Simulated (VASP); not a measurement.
Write the native input for VASP 6.6.1 that does the following.

```yaml
Task: single point
Functional: r2SCAN
Potentials_or_basis: VASP PAW PBE potentials, release 64 (Te)
Cutoff: 520 eV
k_mesh: 12 × 12 × 12
Occupations: fermi-dirac, width 0.1 eV
Spin: no spin polarisation
Dipole_correction: no
Further_INCAR_settings: ALGO = Normal; EDIFF = 1e-06; NBANDS = 9
```

The system is Te.

```
Te
1.0
    -2.18067    2.18067    1.79545
     2.18067   -2.18067    1.79545
     2.18067    2.18067   -1.79545
Te
1
Direct
  0.00000 0.00000 0.00000
```

One way to write it, as run:

POSCAR

```
Te
1.0
   -2.1806680000      2.1806680000      1.7954540000
    2.1806680000     -2.1806680000      1.7954540000
    2.1806680000      2.1806680000     -1.7954540000
Te
1
Direct
    0.0000000000      0.0000000000      0.0000000000
```

INCAR.step1

```
  PREC = Accurate
  ENCUT = 520
  ISMEAR = -1
  SIGMA = 0.1
  LREAL = False
  LASPH = True
  NELM = 60
  NBANDS = 9
  GGA = PE
  ALGO = Normal
  EDIFF = 1E-4
  LWAVE = True
  LCHARG = False
```

INCAR.step2

```
  PREC = Accurate
  ENCUT = 520
  EDIFF = 1E-6
  ISMEAR = -1
  SIGMA = 0.1
  LREAL = False
  LASPH = True
  NELM = 60
  ALGO = Normal
  ISIF = 2
  LWAVE = False
  LCHARG = True
  METAGGA = R2SCAN
  LMIXTAU = True
  LELF = True
  LVHAR = True
  NBANDS = 9
  ISTART = 1
```

KPOINTS

```
Automatic mesh
0
Gamma
  12 12 12
```

Potentials or basis: VASP PAW PBE potentials, release 64 (Te).

Run with:

```sh
$ cat potpaw_PBE.64/Te/POTCAR > POTCAR
$ cp INCAR.step1 INCAR
$ mpirun -np 1 vasp_std > vasp.out
$ cp INCAR.step2 INCAR
$ mpirun -np 1 vasp_std > vasp.out
```

It gave:

```yaml
Pressure: -6.1 GPa
Band_gap_on_the_k_mesh: zero (band 3 reaches 7.37 eV, above the bottom of band 4 at 3.12 eV)
```

Caveat: the PAW data sets were made with another functional, which shifts forces and pressure a little; spin-orbit coupling is left out, which moves the levels of the heavy elements.

It took 3.8 min on 1 thread of Intel Xeon 8259CL (shared host), peak memory 0.2 GiB.
